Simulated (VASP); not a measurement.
# CoH (I4mm) in VASP: a series of runs

CoH is run at these levels: r2SCAN; tasks: electric field gradients.

Program: VASP 6.6.1. These are calculated values, not measurements. Logs are shortened: lines on timing, memory, paths and dates and some standing lists are left out, and cuts for length are marked.

**1. The cell of the first run**

The structure is tetragonal, space group I4mm (No. 107). The conventional cell has a = 2.606 Å, b = 2.606 Å, c = 3.686 Å, α = 90.00°, β = 90.00°, γ = 90.00°. Within 2.2 Å of Co (site symmetry 4mm) lie 6 H at 1.62 to 2.06 Å. Within 2.2 Å of H (site symmetry 4mm) lie 6 Co at 1.62 to 2.06 Å.

**2. Electric field gradients, r2SCAN, collinear spin, ferromagnetic start (shortest bond scaled by 1.12)**

The input, POSCAR:

```
CoH
1.0
    0.0000000000      1.8429617100      1.8429617100
    1.8429617100      0.0000000000      1.8429617100
    1.8429617100      1.8429617100      0.0000000000
Co H
1 1
Direct
    0.0300000000      0.0300000000     -0.0300000000
    0.4700000000      0.4700000000      0.5300000000
```

The input, INCAR.step1:

```
PREC = Accurate ; ENCUT = 520
ISMEAR = -1 ; SIGMA = 0.05
LREAL = False ; LASPH = True
NELM = 150 ; ISPIN = 2
MAGMOM = 2 0 ; LMAXMIX = 4
NBANDS = 16 ; GGA = PE
ALGO = Normal ; EDIFF = 1E-4
LWAVE = True ; LCHARG = False
```

The input, INCAR.step2:

```
PREC = Accurate ; ENCUT = 520
EDIFF = 1E-8 ; ISMEAR = -1
SIGMA = 0.05 ; LREAL = False
LASPH = True ; NELM = 150
ALGO = Normal ; ISIF = 2
LWAVE = False ; LCHARG = False
ISPIN = 2 ; MAGMOM = 2 0
LORBIT = 11 ; LMAXMIX = 4
METAGGA = R2SCAN ; LMIXTAU = True
LEFG = True ; NBANDS = 16
ISTART = 1
```

The input, KPOINTS:

```
Automatic mesh
0
Gamma
  13 13 13
```

Potentials or basis: VASP PAW PBE potentials, release 64 (Co, H).

Launch:

```bash
$ cat potpaw_PBE.64/Co/POTCAR potpaw_PBE.64/H/POTCAR > POTCAR
$ cp INCAR.step1 INCAR
$ mpirun -np 1 vasp_std > vasp.out
$ cp INCAR.step2 INCAR
$ mpirun -np 1 vasp_std > vasp.out
```

OUTCAR:

```text
PREC = Accurate
   ENCUT = 520
   EDIFF = 1E-8
   ISMEAR = -1
   LREAL = False
   LASPH = True
   NELM = 150
   ISIF = 2
   ISPIN = 2
   LORBIT = 11
   METAGGA = R2SCAN
   ISTART = 1

 ion  position               nearest neighbor table
   1  0.030  0.030  0.970-   2 1.62   2 1.86   2 1.86   2 1.86   2 1.86
   2  0.470  0.470  0.530-   1 1.62   1 1.86   1 1.86   1 1.86   1 1.86

  LATTYP: Found a face centered cubic cell.
 ALAT       =     3.6859234200

  Lattice vectors:

 A1 = (   0.0000000000,   1.8429617100,   1.8429617100)
 A2 = (   1.8429617100,   0.0000000000,   1.8429617100)
 A3 = (   1.8429617100,   1.8429617100,   0.0000000000)

Analysis of symmetry for initial positions (statically):
=====================================================================
 Subroutine PRICEL returns:
 Original cell was already a primitive cell.

 Routine SETGRP: Setting up the symmetry group for a
 face centered cubic supercell.

 Subroutine GETGRP returns: Found  8 space group operations
 (whereof  8 operations were pure point group operations)
 out of a pool of 48 trial point group operations.

The static configuration has the point symmetry C_4v.

Analysis of symmetry for dynamics (positions and initial velocities):
=====================================================================
 Subroutine PRICEL returns:
 Original cell was already a primitive cell.

 Routine SETGRP: Setting up the symmetry group for a
 face centered cubic supercell.

 Subroutine GETGRP returns: Found  8 space group operations
 (whereof  8 operations were pure point group operations)
 out of a pool of 48 trial point group operations.

The dynamic configuration has the point symmetry C_4v.

Analysis of structural, dynamic, and magnetic symmetry:
=====================================================================
 Subroutine PRICEL returns:
 Original cell was already a primitive cell.

 Routine SETGRP: Setting up the symmetry group for a
 face centered cubic supercell.

 Subroutine GETGRP returns: Found  8 space group operations
 (whereof  8 operations were pure point group operations)
[... 157 lines left out ...]

 k-point     1 :       0.0000    0.0000    0.0000
  band No.  band energies     occupation
      1      -2.8127      1.00000
      2       6.8499      1.00000
      3       6.8499      1.00000
      4       6.8956      1.00000
      5       8.1096      1.00000
      6       8.1748      1.00000
[... 435 lines left out ...]
      5       8.1979      1.00000
      6       8.6484      1.00000
[... 8 lines left out ...]
     15      44.3269      0.00000
     16      46.4555      0.00000

 [... further k-points ...]

 spin component 2

 k-point     1 :       0.0000    0.0000    0.0000
  band No.  band energies     occupation
      1      -3.1279      1.00000
      2       9.1699      1.00000
      3       9.1699      1.00000
      4       9.2398      1.00000
      5       9.6254      1.00000
      6       9.7416      0.99999
[... 435 lines left out ...]
      5      10.4127      0.16037
      6      10.7891      0.00010
[... 8 lines left out ...]
     15      46.2435      0.00000
     16      49.8030      0.00000

 [... further k-points ...]
[... 5 lines left out ...]
  --------------------------------------------------------------------------------------
  -------------------------------------------------------------------------------------
  Total        0.0026647      0.0026647      0.7258413      0.0000000      0.0000000      0.0000000
  in kB        0.3410260      0.3410260     92.8909303      0.0000000      0.0000000      0.0000000
  external PRESSURE =      31.1909941 kB  Pullay stress =       0.0000000 kB

 VOLUME and BASIS-vectors are now :
 -----------------------------------------------------------------------------
  energy-cutoff  :      520.00
  volume of cell :       12.52
      direct lattice vectors                 reciprocal lattice vectors
     0.000000000  1.842961710  1.842961710    -0.271302435  0.271302435  0.271302435
     1.842961710  0.000000000  1.842961710     0.271302435 -0.271302435  0.271302435
     1.842961710  1.842961710  0.000000000     0.271302435  0.271302435 -0.271302435

 POSITION                                       TOTAL-FORCE (eV/Angst)
 -----------------------------------------------------------------------------------
      1.84296      1.84296      0.11058         0.000000      0.000000     -0.609163
      1.84296      1.84296      1.73238         0.000000      0.000000      0.609163
 -----------------------------------------------------------------------------------
    total drift:                               -0.000025     -0.000025      0.000723

  FREE ENERGIE OF THE ION-ELECTRON SYSTEM (eV)
  ---------------------------------------------------
  free  energy   TOTEN  =       -16.4736932861 eV

  energy  without entropy=      -16.4663111850  energy(sigma->0) =      -16.47000224

 Electric field gradients (V/A^2)
---------------------------------------------------------------------
 ion       V_xx      V_yy      V_zz      V_xy      V_xz      V_yz
---------------------------------------------------------------------
   1       6.591     6.591   -13.182    -0.002    -0.002    -0.002
   2      -1.538    -1.538     3.076    -0.001    -0.000    -0.000
---------------------------------------------------------------------

 Electric field gradients after diagonalization (V/A^2)
 (convention: |V_zz| > |V_xx| > |V_yy|)
----------------------------------------------------------------------
 ion       V_xx      V_yy      V_zz     asymmetry (V_yy - V_xx)/ V_zz
----------------------------------------------------------------------
   1       6.593     6.589   -13.182       0.000
   2      -1.539    -1.537     3.076       0.000
----------------------------------------------------------------------

           NMR quadrupolar parameters

 Cq : quadrupolar parameter    Cq=e*Q*V_zz/h
 eta: asymmetry parameters     (V_yy - V_xx)/ V_zz
 Q  : nuclear electric quadrupole moment in mb (millibarn)
----------------------------------------------------------------------
 ion       Cq(MHz)       eta       Q (mb)
----------------------------------------------------------------------
   1      -0.032       0.000       1.000
   2       0.007       0.000       1.000
----------------------------------------------------------------------

 total charge

# of ion       s       p       d       tot
------------------------------------------
    1        0.424   0.586   7.407   8.417
    2        0.525   0.044   0.000   0.569
--------------------------------------------------
tot          0.949   0.631   7.407   8.987

 magnetization (x)

# of ion       s       p       d       tot
------------------------------------------
    1       -0.011  -0.032   1.530   1.487
    2       -0.001  -0.006   0.000  -0.007
--------------------------------------------------
tot         -0.012  -0.038   1.530   1.480
```

OUTCAR.step1:

```text
PREC = Accurate
   ENCUT = 520
   ISMEAR = -1
   LREAL = False
   LASPH = True
[... 1155 lines left out ...]
      1.84296      1.84296      0.11058         0.000000      0.000000     -0.617575
      1.84296      1.84296      1.73238         0.000000      0.000000      0.617575
 -----------------------------------------------------------------------------------
    total drift:                                0.000000      0.000000      0.000241

  FREE ENERGIE OF THE ION-ELECTRON SYSTEM (eV)
  ---------------------------------------------------
  free  energy   TOTEN  =       -10.3255075548 eV

  energy  without entropy=      -10.3154492300  energy(sigma->0) =      -10.32047839
```

OSZICAR.step1:

```text
N       E                     dE             d eps       ncg     rms          rms(c)
DAV:   1     0.301735753836E+02    0.30174E+02   -0.40525E+03 13088   0.742E+02
DAV:   2    -0.100980800387E+02   -0.40272E+02   -0.36870E+02 14448   0.152E+02
DAV:   3    -0.115267282972E+02   -0.14286E+01   -0.14215E+01 15896   0.289E+01
DAV:   4    -0.115371500099E+02   -0.10422E-01   -0.10419E-01 15720   0.228E+00
DAV:   5    -0.115373292715E+02   -0.17926E-03   -0.17926E-03 16160   0.275E-01    0.125E+01
DAV:   6    -0.106602408610E+02    0.87709E+00   -0.13630E+01 17848   0.393E+01    0.545E+00
DAV:   7    -0.103501022372E+02    0.31014E+00   -0.20834E+00 16376   0.149E+01    0.288E+00
DAV:   8    -0.103297814369E+02    0.20321E-01   -0.32335E-02 17496   0.109E+00    0.152E+00
DAV:   9    -0.103259370985E+02    0.38443E-02   -0.48688E-03 18464   0.356E-01    0.331E-01
DAV:  10    -0.103255542199E+02    0.38288E-03   -0.39089E-04 18520   0.107E-01    0.989E-02
DAV:  11    -0.103255075548E+02    0.46665E-04   -0.89868E-05 12712   0.666E-02
   1 F= -.10325508E+02 E0= -.10320478E+02  d E =-.100583E-01  mag=     1.1417
```

Wall time 4.1 min (1 thread of Intel Xeon 6975P-C (Granite Rapids), shared host); peak memory 0.18 GiB.

What came out:

```yaml
Free_energy: -16.4737 eV
Pressure: 3.1 GPa
Largest_force: 0.609 eV/Å
Net_moment: 1.42 μB per cell
Site_moments: Co +1.49; H -0.01 μB
Largest_electric_field_gradient_by_atom: Co -13.2; H +3.1 V/Å²
Valence_electrons_inside_the_program's_atomic_spheres: Co 8.42; H 0.57
```

Forces on the atoms (eV/Å):
```
Co   0.000  0.000 -0.609
H    0.000  0.000  0.609
```

Electric field gradients, principal values (V/Å²):
```
atom   least  middle  greatest (by size)
1 Co   6.589   6.593             -13.182
 2 H  -1.537  -1.539               3.076
```

Caveat: the cell differs from its parent crystal (shortest bond scaled by 1.12); the cell stands under pressure; without QUAD_EFG the Cq values of the log hold for a quadrupole moment of 1 mb, not for the nuclei; the PAW data sets were made with another functional, which shifts forces and pressure a little.

**3. Electric field gradients, r2SCAN, collinear spin, ferromagnetic start (shortest bond scaled by 0.85)**

The input, POSCAR:

```
CoH
1.0
    0.0000000000      1.8429617100      1.8429617100
    1.8429617100      0.0000000000      1.8429617100
    1.8429617100      1.8429617100      0.0000000000
Co H
1 1
Direct
   -0.0375000000     -0.0375000000      0.0375000000
    0.5375000000      0.5375000000      0.4625000000
```

The input, INCAR.step1:

```
SYSTEM = CoH
PREC = Accurate
ENCUT = 520
ISMEAR = -1
SIGMA = 0.05
LREAL = .False.
LASPH = .True.
NELM = 150
ISPIN = 2
MAGMOM = 2 0
LMAXMIX = 4
NBANDS = 16
GGA = PE
ALGO = Normal
EDIFF = 1E-4
LWAVE = .True.
LCHARG = .False.
```

The input, INCAR.step2:

```
SYSTEM = CoH
PREC = Accurate
ENCUT = 520
EDIFF = 1E-8
ISMEAR = -1
SIGMA = 0.05
LREAL = .False.
LASPH = .True.
NELM = 150
ALGO = Normal
ISIF = 2
LWAVE = .False.
LCHARG = .False.
ISPIN = 2
MAGMOM = 2 0
LORBIT = 11
LMAXMIX = 4
METAGGA = R2SCAN
LMIXTAU = .True.
LEFG = .True.
NBANDS = 16
ISTART = 1
```

The input, KPOINTS:

```
Automatic mesh
0
Gamma
  13 13 13
  0 0 0
```

Potentials or basis: VASP PAW PBE potentials, release 64 (Co, H).

Launch:

```bash
$ cat potpaw_PBE.64/Co/POTCAR potpaw_PBE.64/H/POTCAR > POTCAR
$ cp INCAR.step1 INCAR
$ mpirun -np 1 vasp_std > vasp.out
$ cp INCAR.step2 INCAR
$ mpirun -np 1 vasp_std > vasp.out
```

OUTCAR:

```text
SYSTEM = CoH
   PREC = Accurate
   ENCUT = 520
   EDIFF = 1E-8
   ISMEAR = -1
   LREAL = .False.
   LASPH = .True.
   NELM = 150
   ISIF = 2
   ISPIN = 2
   LORBIT = 11
   METAGGA = R2SCAN
   ISTART = 1

 ion  position               nearest neighbor table
   1  0.962  0.962  0.038-   2 1.57   2 1.86   2 1.86   2 1.86   2 1.86
   2  0.538  0.538  0.462-   1 1.57   1 1.86   1 1.86   1 1.86   1 1.86

  LATTYP: Found a face centered cubic cell.
 ALAT       =     3.6859234200

  Lattice vectors:

 A1 = (   0.0000000000,   1.8429617100,   1.8429617100)
 A2 = (   1.8429617100,   0.0000000000,   1.8429617100)
 A3 = (   1.8429617100,   1.8429617100,   0.0000000000)

Analysis of symmetry for initial positions (statically):
=====================================================================
 Subroutine PRICEL returns:
 Original cell was already a primitive cell.

 Routine SETGRP: Setting up the symmetry group for a
 face centered cubic supercell.

 Subroutine GETGRP returns: Found  8 space group operations
 (whereof  8 operations were pure point group operations)
 out of a pool of 48 trial point group operations.

The static configuration has the point symmetry C_4v.

Analysis of symmetry for dynamics (positions and initial velocities):
=====================================================================
 Subroutine PRICEL returns:
 Original cell was already a primitive cell.

 Routine SETGRP: Setting up the symmetry group for a
 face centered cubic supercell.
[... 1089 lines left out ...]
     16      49.7105      0.00000

 [... further k-points ...]
[... 5 lines left out ...]
  --------------------------------------------------------------------------------------
  -------------------------------------------------------------------------------------
  Total       -0.0093156     -0.0093156      1.1720810      0.0000000     -0.0000000      0.0000000
  in kB       -1.1921849     -1.1921849    149.9993202      0.0000000     -0.0000000      0.0000000
  external PRESSURE =      49.2049835 kB  Pullay stress =       0.0000000 kB

 VOLUME and BASIS-vectors are now :
 -----------------------------------------------------------------------------
  energy-cutoff  :      520.00
  volume of cell :       12.52
      direct lattice vectors                 reciprocal lattice vectors
     0.000000000  1.842961710  1.842961710    -0.271302435  0.271302435  0.271302435
     1.842961710  0.000000000  1.842961710     0.271302435 -0.271302435  0.271302435
     1.842961710  1.842961710  0.000000000     0.271302435  0.271302435 -0.271302435

 POSITION                                       TOTAL-FORCE (eV/Angst)
 -----------------------------------------------------------------------------------
      1.84296      1.84296      3.54770         0.000000      0.000000      0.935261
      1.84296      1.84296      1.98118         0.000000      0.000000     -0.935261
 -----------------------------------------------------------------------------------
    total drift:                                0.000031      0.000031      0.000017

  FREE ENERGIE OF THE ION-ELECTRON SYSTEM (eV)
  ---------------------------------------------------
  free  energy   TOTEN  =       -16.4315234960 eV

  energy  without entropy=      -16.4239506253  energy(sigma->0) =      -16.42773706

 Electric field gradients (V/A^2)
---------------------------------------------------------------------
 ion       V_xx      V_yy      V_zz      V_xy      V_xz      V_yz
---------------------------------------------------------------------
   1      10.233    10.233   -20.466    -0.003    -0.003    -0.003
   2      -2.457    -2.457     4.915    -0.001    -0.001    -0.001
---------------------------------------------------------------------

 Electric field gradients after diagonalization (V/A^2)
 (convention: |V_zz| > |V_xx| > |V_yy|)
----------------------------------------------------------------------
 ion       V_xx      V_yy      V_zz     asymmetry (V_yy - V_xx)/ V_zz
----------------------------------------------------------------------
   1      10.236    10.230   -20.466       0.000
   2      -2.458    -2.457     4.915       0.000
----------------------------------------------------------------------

           NMR quadrupolar parameters

 Cq : quadrupolar parameter    Cq=e*Q*V_zz/h
 eta: asymmetry parameters     (V_yy - V_xx)/ V_zz
 Q  : nuclear electric quadrupole moment in mb (millibarn)
----------------------------------------------------------------------
 ion       Cq(MHz)       eta       Q (mb)
----------------------------------------------------------------------
   1      -0.049       0.000       1.000
   2       0.012       0.000       1.000
----------------------------------------------------------------------

 total charge

# of ion       s       p       d       tot
------------------------------------------
    1        0.429   0.591   7.412   8.432
    2        0.532   0.046   0.000   0.578
--------------------------------------------------
tot          0.961   0.636   7.412   9.010

 magnetization (x)

# of ion       s       p       d       tot
------------------------------------------
    1       -0.010  -0.032   1.514   1.471
    2       -0.002  -0.006   0.000  -0.008
--------------------------------------------------
tot         -0.012  -0.038   1.514   1.463
```

Wall time 4.3 min (1 thread of Intel Xeon 6975P-C (Granite Rapids), shared host); peak memory 0.18 GiB.

What came out:

| Quantity | Value |
| --- | --- |
| Free energy | -16.4315 eV |
| Pressure | 4.9 GPa |
| Largest force | 0.935 eV/Å |
| Net moment | 1.40 μB per cell |
| Site moments | Co +1.47; H -0.01 μB |
| Largest electric field gradient by atom | Co -20.5; H +4.9 V/Å² |
| Valence electrons inside the program's atomic spheres | Co 8.43; H 0.58 |

Forces on the atoms (eV/Å):
```
Co   0.000  0.000  0.935
H    0.000  0.000 -0.935
```

Stress tensor (GPa, compression positive):
```
-0.12  0.00  0.00
 0.00 -0.12  0.00
 0.00  0.00 15.00
```

Electric field gradients, principal values (V/Å²):
```tsv
atom	least	middle	greatest (by size)
1 Co	10.230	10.236	-20.466
2 H	-2.457	-2.458	4.915
```

Caveat: the cell differs from its parent crystal (shortest bond scaled by 0.85); the cell stands under pressure; without QUAD_EFG the Cq values of the log hold for a quadrupole moment of 1 mb, not for the nuclei; the PAW data sets were made with another functional, which shifts forces and pressure a little.

[end of part 1 of 2]
